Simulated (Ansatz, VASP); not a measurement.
**BaTl3B in VASP and in Ansatz**

```
Ba Tl B
1.0
     5.23966    0.00000    0.00000
     0.00000    5.23966    0.00000
     0.00000    0.00000    5.23966
Ba Tl B
1 3 1
Direct
  0.00000 0.00000 0.00000
  0.00000 0.50000 0.50000
  0.50000 0.00000 0.50000
  0.50000 0.50000 0.00000
  0.50000 0.50000 0.50000
```

Alike in both runs: task relaxation of cell and atoms; functional PBE; k mesh 8 × 8 × 8; occupations gaussian, width 0.1 eV; no spin polarisation.

|  | VASP | Ansatz |
| --- | --- | --- |
| version | VASP 6.6.1 | Ansatz 0.2.0 |
| potentials or method | VASP PAW PBE potentials, release 64 (Ba_sv, Tl_d, B), cutoff 600 eV | scalar-relativistic, plane waves, PAW |
| valence electrons in the cell | 52 | 52 |

Ansatz gave:

| Quantity | Value |
| --- | --- |
| gap on the k mesh at the Fermi level, each at its own relaxed structure (eV) | none |
| relaxed volume (Å³/atom) | 28.93 |
| relaxed cell length with the largest relative difference (Å) | 5.249 |

Problem. Estimate VASP's values.

Solution. gap on the k mesh at the Fermi level, each at its own relaxed structure (eV): none; relaxed volume (Å³/atom): 29.03; relaxed cell length with the largest relative difference (Å): 5.256.

A gap of «none» marks a metal or a gap that the smearing closes.

Spin-orbit coupling is off throughout.
